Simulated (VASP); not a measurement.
# Si16Ge (a cell with a defect) in VASP: further runs, part 2 of 3

VASP 6.6.1. The steps go on from the part before.

**3. Single point, PBE**

File INCAR:

```
PREC = Accurate
ENCUT = 520
EDIFF = 1E-6
ISMEAR = -1
SIGMA = 0.02
LREAL = Auto
LASPH = True
NELM = 100
ALGO = Normal
ISIF = 2
LWAVE = False
LCHARG = False
GGA = PE
NBANDS = 53
```

File KPOINTS:

```
Automatic mesh
0
Gamma
  2 2 2
```

File POSCAR:

```
Si16Ge
1.0
    0.0000000000      5.4300000000      5.4300000000
    5.4300000000      0.0000000000      5.4300000000
    5.4300000000      5.4300000000      0.0000000000
Si Ge
16 1
Direct
    0.0042163922      0.0044326736      0.0042216481
    0.1254209895      0.1261680839      0.1248412238
    0.0039105019      0.0045900530      0.4882801775
    0.1296794346      0.1300225112      0.6206120486
    0.0042754642      0.4894750661      0.0036152695
    0.1297686119      0.6211834203      0.1295360268
   -0.0018649196      0.5012979552      0.5006721629
    0.1296072328      0.6213059386      0.6203965082
    0.4887987222      0.0048319315      0.0034950543
    0.6208179192      0.1300913673      0.1295135706
    0.5009577539     -0.0016012322      0.5007061928
    0.6207301451      0.1301244106      0.6203456468
    0.5009036436      0.5012805703     -0.0020188077
    0.6208837769      0.6214061286      0.1291781119
    0.5008070160      0.5012639366      0.5004715303
    0.6251471890      0.6254166717      0.6249839221
    0.8754101265      0.8761193137      0.8748577134
```

Potentials or basis: VASP PAW PBE potentials, release 64 (Si, Ge_d).

Started as:

```bash
cat potpaw_PBE.64/Si/POTCAR potpaw_PBE.64/Ge_d/POTCAR > POTCAR
mpirun -np 1 vasp_std > vasp.out
```

OUTCAR:

```text
PREC = Accurate
   ENCUT = 520
   EDIFF = 1E-6
   ISMEAR = -1
   LREAL = Auto
   LASPH = True
   NELM = 100
   ISIF = 2
   GGA = PE

 ion  position               nearest neighbor table
   1  0.004  0.004  0.004-   2 2.28   6 2.40  10 2.40   4 2.41  17 2.42
   2  0.125  0.126  0.125-   5 2.28   9 2.28   3 2.28   1 2.28
   3  0.004  0.005  0.488-   2 2.28  12 2.40   8 2.40   4 2.40  17 2.42
   4  0.130  0.130  0.621-   7 2.33  11 2.33   3 2.40   1 2.41  17 2.76
   5  0.004  0.489  0.004-   2 2.28   6 2.40   8 2.40  14 2.40  17 2.42
   6  0.130  0.621  0.130-  13 2.33   7 2.33   5 2.40   1 2.40  17 2.76
   7  0.998  0.501  0.501-   6 2.33   8 2.33   4 2.33  16 2.34
   8  0.130  0.621  0.620-  15 2.33   7 2.33   5 2.40   3 2.40  17 2.77
   9  0.489  0.005  0.003-   2 2.28  12 2.40  10 2.40  14 2.40  17 2.42
  10  0.621  0.130  0.130-  13 2.33  11 2.33   9 2.40   1 2.40  17 2.76
  11  0.501  0.998  0.501-  12 2.33  10 2.33   4 2.33  16 2.34
  12  0.621  0.130  0.620-  15 2.33  11 2.33   9 2.40   3 2.40  17 2.76
  13  0.501  0.501  0.998-   6 2.33  10 2.33  14 2.33  16 2.34
  14  0.621  0.621  0.129-  15 2.33  13 2.33   5 2.40   9 2.40  17 2.77
[... 208 lines left out ...]
 k-point     1 :       0.0000    0.0000    0.0000
  band No.  band energies     occupation
      1     -18.2530      2.00000
      2     -18.2528      2.00000
      3     -18.2528      2.00000
      4     -18.2393      2.00000
      5     -18.2389      2.00000
      6      -6.5238      2.00000
[... 421 lines left out ...]
     50      10.3297      0.00000
     51      10.3314      0.00000
 [bands above 51 left out]

------------------------ aborting loop because EDIFF is reached ----------------------------------------

  FORCE on cell =-STRESS in cart. coord.  units (eV):
  Direction    XX          YY          ZZ          XY          YZ          ZX
  --------------------------------------------------------------------------------------
  -------------------------------------------------------------------------------------
  Total       13.3812585     13.4054490     13.3395920     -0.0092469     -0.0042639      0.0007442
  in kB       66.9542360     67.0752749     66.7457542     -0.0462676     -0.0213347      0.0037238
  external PRESSURE =      66.9250884 kB  Pullay stress =       0.0000000 kB

 VOLUME and BASIS-vectors are now :
 -----------------------------------------------------------------------------
  energy-cutoff  :      520.00
  volume of cell :      320.21
      direct lattice vectors                 reciprocal lattice vectors
     0.000000000  5.430000000  5.430000000    -0.092081031  0.092081031  0.092081031
     5.430000000  0.000000000  5.430000000     0.092081031 -0.092081031  0.092081031
     5.430000000  5.430000000  0.000000000     0.092081031  0.092081031 -0.092081031

 POSITION                                       TOTAL-FORCE (eV/Angst)
 -----------------------------------------------------------------------------------
      0.04699      0.04582      0.04696         0.002102      0.002010      0.003736
      1.36298      1.35892      1.36613        -0.009332     -0.002671     -0.015069
      2.67629      2.67260      0.04616         0.000572      0.001189      0.000612
      4.07595      4.07408      1.41018         0.001682      0.001418     -0.000469
      2.67748      0.04285      2.68107         0.001723     -0.004741     -0.000089
      4.07641      1.40802      4.07767         0.002968     -0.001854      0.002692
[... 9 lines left out ...]
      6.78968      6.78821      6.79056        -0.001042     -0.000318     -0.001365
      9.50781      9.50395      9.51080        -0.002100     -0.001074     -0.002878
 -----------------------------------------------------------------------------------
    total drift:                                0.001494     -0.000518     -0.001267

  FREE ENERGIE OF THE ION-ELECTRON SYSTEM (eV)
  ---------------------------------------------------
  free  energy   TOTEN  =       -86.6970333943 eV

  energy  without entropy=      -86.6863416211  energy(sigma->0) =      -86.69168751
```

stdout:

```text
POSCAR found type information on POSCAR SiGe
 POSCAR found :  2 types and      17 ions
 scaLAPACK will be used
 LDA part: xc-table for (Slater+PW92), standard interpolation
 POSCAR, INCAR and KPOINTS ok, starting setup
 FFT: planning ... GRIDC
 FFT: planning ... GRID_SOFT
 FFT: planning ... GRID
 WAVECAR not read
 entering main loop
```

It took 2.2 min on 1 thread of Intel Xeon 6975P-C (Granite Rapids), shared host; peak memory 0.47 GiB.

Results:

```yaml
Free_energy: -86.6970 eV
Pressure: 6.7 GPa
Largest_force: 0.018 eV/Å
Band_gap_on_the_k_mesh: zero (band 39 reaches 6.99 eV, above the bottom of band 40 at 6.68 eV)
```

Forces in eV/Å, atoms in the order of the input:
```
Si   0.002  0.002  0.004
Si  -0.009 -0.003 -0.015
Si   0.001  0.001  0.001
Si   0.002  0.001  0.000
Si   0.002 -0.005  0.000
Si   0.003 -0.002  0.003
Si   0.005 -0.004 -0.005
Si   0.003 -0.001  0.003
Si  -0.002  0.002 -0.002
Si  -0.001  0.002  0.002
Si  -0.004  0.003 -0.005
Si   0.001  0.002  0.001
Si  -0.005 -0.004  0.007
Si   0.001  0.000  0.004
Si   0.006  0.005  0.008
Si  -0.001  0.000 -0.001
Ge  -0.002 -0.001 -0.003
```

Caveat: the k points lie up to 0.50 Å⁻¹ apart.

**4. Single point, PBE**

File INCAR:

```
ALGO = Normal ; EDIFF = 1E-7
ENCUT = 520 ; GGA = PE
ISIF = 2 ; ISMEAR = -1
LASPH = True ; LCHARG = False
LREAL = Auto ; LWAVE = False
NBANDS = 53 ; NELM = 100
PREC = Accurate ; SIGMA = 0.02
```

File KPOINTS:

```
k-points
0
Gamma
  2 2 2
```

File POSCAR:

```
Si16Ge
1.0
    0.0000000000      5.4300000000      5.4300000000
    5.4300000000      0.0000000000      5.4300000000
    5.4300000000      5.4300000000      0.0000000000
Si Ge
16 1
Direct
   -0.0002669618     -0.0000275309      0.0002042312
    0.1238692362      0.1242973592      0.1247344870
    0.0037899734      0.0043574491      0.4960013239
    0.1238755869      0.1243330827      0.6272098236
    0.0038784205      0.4954972963      0.0049487237
    0.1238629557      0.6269860187      0.1246714532
    0.0038530994      0.4955549226      0.4958859825
    0.1357890201      0.6210211347      0.6217315854
    0.4950857155      0.0043858763      0.0048995810
    0.6267536149      0.1242247755      0.1245990092
    0.4950761229      0.0044254749      0.4957839310
    0.6204349875      0.1365203587      0.6215866240
    0.4951214811      0.4954784175      0.0048135595
    0.6206288962      0.6210610860      0.1371717149
    0.4991648280      0.4999234296      0.5006001163
    0.6205778179      0.6211609294      0.6213687903
    0.7491507456      0.7499228297      0.7506109234
```

Potentials or basis: VASP PAW PBE potentials, release 64 (Si, Ge_d).

Started as:

```bash
cat potpaw_PBE.64/Si/POTCAR potpaw_PBE.64/Ge_d/POTCAR > POTCAR
mpirun -np 1 vasp_std > vasp.out
```

OUTCAR:

```text
EDIFF = 1E-7
   ENCUT = 520
   GGA = PE
   ISIF = 2
   ISMEAR = -1
   LASPH = True
   LREAL = Auto
   NELM = 100
   PREC = Accurate

 ion  position               nearest neighbor table
   1  1.000  1.000  0.000-  10 2.34   6 2.34   2 2.34   4 2.34
   2  0.124  0.124  0.125-   5 2.33   9 2.33   3 2.33   1 2.34
   3  0.004  0.004  0.496-   2 2.33   4 2.33   8 2.40  12 2.40  17 2.76
   4  0.124  0.124  0.627-  11 2.33   7 2.33   3 2.33   1 2.34
   5  0.004  0.495  0.005-   6 2.33   2 2.33   8 2.40  14 2.40  17 2.76
   6  0.124  0.627  0.125-   5 2.33   7 2.33  13 2.33   1 2.34
   7  0.004  0.496  0.496-   6 2.33   4 2.33   8 2.40  16 2.40  17 2.76
   8  0.136  0.621  0.622-  15 2.28   5 2.40   7 2.40   3 2.40  17 2.42
   9  0.495  0.004  0.005-  10 2.33   2 2.33  12 2.40  14 2.40  17 2.76
  10  0.627  0.124  0.125-  11 2.33   9 2.33  13 2.33   1 2.34
  11  0.495  0.004  0.496-  10 2.33   4 2.33  12 2.40  16 2.40  17 2.76
  12  0.620  0.137  0.622-  15 2.28  11 2.40   9 2.40   3 2.40  17 2.42
  13  0.495  0.495  0.005-  10 2.33   6 2.33  16 2.40  14 2.40  17 2.76
  14  0.621  0.621  0.137-  15 2.28   5 2.40   9 2.40  13 2.40  17 2.42
  15  0.499  0.500  0.501-   8 2.28  12 2.28  16 2.28  14 2.28
  16  0.621  0.621  0.621-  15 2.28  11 2.40   7 2.40  13 2.40  17 2.42
  17  0.749  0.750  0.751-  14 2.42  16 2.42  12 2.42   8 2.42  13 2.76   9 2.76  11 2.76   5 2.76
                             3 2.76   7 2.76

  LATTYP: Found a face centered cubic cell.
 ALAT       =    10.8600000000

  Lattice vectors:

 A1 = (   0.0000000000,   5.4300000000,   5.4300000000)
 A2 = (   5.4300000000,   0.0000000000,   5.4300000000)
 A3 = (   5.4300000000,   5.4300000000,   0.0000000000)

Analysis of symmetry for initial positions (statically):
=====================================================================
 Subroutine PRICEL returns:
 Original cell was already a primitive cell.

 Routine SETGRP: Setting up the symmetry group for a
 face centered cubic supercell.

 Subroutine GETGRP returns: Found  1 space group operations
 (whereof  1 operations were pure point group operations)
 out of a pool of 48 trial point group operations.

The static configuration has the point symmetry C_1 .

Analysis of symmetry for dynamics (positions and initial velocities):
=====================================================================
 Subroutine PRICEL returns:
 Original cell was already a primitive cell.

 Routine SETGRP: Setting up the symmetry group for a
 face centered cubic supercell.

 Subroutine GETGRP returns: Found  1 space group operations
 (whereof  1 operations were pure point group operations)
 out of a pool of 48 trial point group operations.

The dynamic configuration has the point symmetry C_1 .

 Subroutine INISYM returns: Found  1 space group operations
 (whereof  1 operations are pure point group operations),
 and found     1 'primitive' translations

----------------------------------------------------------------------------------------

                                     Primitive cell

  volume of cell :     320.2060

[... 74 lines left out ...]
            Coordinates               Weight
  0.000000  0.000000  0.000000      1.000000
  0.500000  0.000000  0.000000      1.000000
  0.000000  0.500000  0.000000      1.000000
  0.000000  0.000000  0.500000      1.000000
  0.500000  0.500000  0.500000      1.000000
  0.500000  0.500000  0.000000      1.000000
  0.000000  0.500000  0.500000      1.000000
  0.500000  0.000000  0.500000      1.000000
   k-points           NKPTS =      8   k-points in BZ     NKDIM =      8   number of bands    NBANDS=     53
   number of dos      NEDOS =    301   number of ions     NIONS =     17
   total plane-waves  NPLWV = 216000
   dimension x,y,z NGX =    60 NGY =   60 NGZ =   60
   dimension x,y,z NGXF=   120 NGYF=  120 NGZF=  120
   ions per type =              16   1
   NGX,Y,Z   is equivalent  to a cutoff of  12.99, 12.99, 12.99 a.u.
   NGXF,Y,Z  is equivalent  to a cutoff of  25.98, 25.98, 25.98 a.u.
 SYSTEM =  unknown system
   PREC   = accura    normal or accurate (medium, high low for compatibility)
   ISTART =      0    job   : 0-new  1-cont  2-samecut
   ICHARG =      2    charge: 1-file 2-atom 10-const
   ISPIN  =      1    spin polarized calculation?
   LNONCOLLINEAR =      F non collinear calculations
   LSORBIT =      F    spin-orbit coupling
   LASPH  =      T    aspherical Exc in radial PAW
   ENCUT  =  520.0 eV  38.22 Ry    6.18 a.u.  14.28 14.28 14.28*2*pi/ulx,y,z
   NELM   =    100;   NELMIN=  2; NELMDL= -5     # of ELM steps
   EDIFF  = 0.1E-06   stopping-criterion for ELM
   LREAL  =      T    real-space projection
   EDIFFG = 0.1E-05   stopping-criterion for IOM
   NSW    =      0    number of steps for IOM
   IBRION =     -1    ionic relax: 0-MD 1-quasi-New 2-CG
   NFREE  =      0    steps in history (QN), initial steepest desc. (CG)
   ISIF   =      2    stress and relaxation
   ISYM   =      2    0-nonsym 1-usesym 2-fastsym
   POTIM  = 0.5000    time-step for ionic-motion
   TEBEG  =    0.0;   TEEND  =   0.0 temperature during run
   PSTRESS=    0.0 pullay stress
   NELECT =      78.0000    total number of electrons
   NUPDOWN=      -1.0000    fix difference up-down
   EMIN   =  10.00;   EMAX   =-10.00  energy-range for DOS
   EFERMI =   0.00;   METHOD = LEGACY
   ISMEAR =    -1;   SIGMA  =   0.02  broadening in eV -4-tet -1-fermi 0-gaus
   EFERMI_NEDOS =   21; number of points for ismear=-14 and -15
   IALGO  =     38    algorithm
   IMIX   =      4    mixing-type and parameters
     AMIX     =   0.40;   BMIX     =  1.00
     AMIX_MAG =   1.60;   BMIX_MAG =  1.00
  volume/ion in A,a.u.               =      18.84       127.11
  Fermi-wavevector in a.u.,A,eV,Ry     =   1.022421  1.932096 14.222785  1.045345
  Thomas-Fermi vector in A             =   2.156100
   LORBIT       =      0    0 simple, 1 ext, 2 COOP (PROOUT), +10 PAW based schemes
   GGA     = PE    functional components
   LHFCALC =     F    Hartree Fock is set to
   AEXX    =    0.0000 exact exchange contribution
   IVDW    =     0    specifies the selected vdW correction
   LEPSILON=     F    determine dielectric tensor
   LRPA    =     F    only Hartree local field effects (RPA)
 non-spin polarized calculation
  energy-cutoff  :      520.00
  volume of cell :      320.21
 maximum number of plane-waves:      8646
 NGX is ok and might be reduce to    60
   NGX = 29   NGY = 29   NGZ = 29

 number of electron      77.9999997 magnetization

 Free energy of the ion-electron system (eV)
  ---------------------------------------------------
  ext. energy  EPLUGINS =         0.00000000
  ---------------------------------------------------
  free energy    TOTEN  =       -86.69720494 eV

  energy without entropy =      -86.68649611  energy(sigma->0) =      -86.69185053

 E-fermi :   6.9414     XC(G=0):  -9.7494

 val. band max:        6.6801386112   @ k =   0.0000   0.0000   0.0000
 cond. band min:       6.9492045661   @ k =   0.0000   0.0000   0.0000
 fundamental gap:      0.2690659549
 Fermi energy:         6.9413936066

 k-point     1 :       0.0000    0.0000    0.0000
  band No.  band energies     occupation
      1     -18.2530      2.00000
      2     -18.2529      2.00000
      3     -18.2529      2.00000
      4     -18.2392      2.00000
      5     -18.2390      2.00000
      6      -6.5240      2.00000
[... 421 lines left out ...]
     50      10.3302      0.00000
     51      10.3311      0.00000
 [bands above 51 left out]

------------------------ aborting loop because EDIFF is reached ----------------------------------------

  FORCE on cell =-STRESS in cart. coord.  units (eV):
  Direction    XX          YY          ZZ          XY          YZ          ZX
  --------------------------------------------------------------------------------------
  -------------------------------------------------------------------------------------
  Total       13.3864675     13.3935474     13.3646980      0.0011763     -0.0002709      0.0003972
  in kB       66.9802996     67.0157245     66.8713742      0.0058859     -0.0013553      0.0019875
  external PRESSURE =      66.9557994 kB  Pullay stress =       0.0000000 kB

 VOLUME and BASIS-vectors are now :
 -----------------------------------------------------------------------------
  energy-cutoff  :      520.00
  volume of cell :      320.21
      direct lattice vectors                 reciprocal lattice vectors
     0.000000000  5.430000000  5.430000000    -0.092081031  0.092081031  0.092081031
     5.430000000  0.000000000  5.430000000     0.092081031 -0.092081031  0.092081031
     5.430000000  5.430000000  0.000000000     0.092081031  0.092081031 -0.092081031

 POSITION                                       TOTAL-FORCE (eV/Angst)
 -----------------------------------------------------------------------------------
      5.43096      5.42966     10.85840        -0.000313      0.000146      0.000509
      1.35224      1.34992      1.34754        -0.004086     -0.003376     -0.004201
      2.71695      2.71387      0.04424         0.001033     -0.000567      0.002652
      4.08088      4.07839      1.34777         0.004045      0.003924     -0.004319
      2.71742      0.04793      2.71161        -0.000001      0.003500     -0.000796
      4.08150      1.34954      4.07711         0.002853     -0.003239      0.003955
[... 9 lines left out ...]
      6.74694      6.74377      6.74264         0.000766      0.001855     -0.000019
      8.14790      8.14371      8.13997        -0.001132      0.000603      0.001858
 -----------------------------------------------------------------------------------
    total drift:                                0.002372     -0.003205     -0.003711

  FREE ENERGIE OF THE ION-ELECTRON SYSTEM (eV)
  ---------------------------------------------------
  free  energy   TOTEN  =       -86.6972049412 eV

  energy  without entropy=      -86.6864961141  energy(sigma->0) =      -86.69185053
```

Run time: 2.2 min. Hardware: 1 thread of Intel Xeon 6975P-C (Granite Rapids), shared host; peak memory 0.48 GiB.

What came out:

```
Free energy            : -86.6972 eV
Pressure               : 6.7 GPa
Largest force          : 0.007 eV/Å
Band gap on the k mesh : zero (band 39 reaches 6.99 eV, above the bottom of band 40 at 6.68 eV)
```

Forces in eV/Å, atoms in the order of the input:
```
Si   0.000  0.000  0.001
Si  -0.004 -0.003 -0.004
Si   0.001 -0.001  0.003
Si   0.004  0.004 -0.004
Si   0.000  0.004 -0.001
Si   0.003 -0.003  0.004
Si  -0.003 -0.001 -0.001
Si   0.001 -0.002  0.001
Si   0.004  0.000 -0.001
Si  -0.002  0.001  0.003
Si   0.001 -0.004 -0.001
Si  -0.001  0.002  0.000
Si   0.000 -0.001 -0.004
Si   0.000  0.000  0.000
Si  -0.003  0.001  0.004
Si   0.001  0.002  0.000
Ge  -0.001  0.001  0.002
```

Caveat: the k points lie up to 0.50 Å⁻¹ apart.

(Continued in part 3 of 3.)
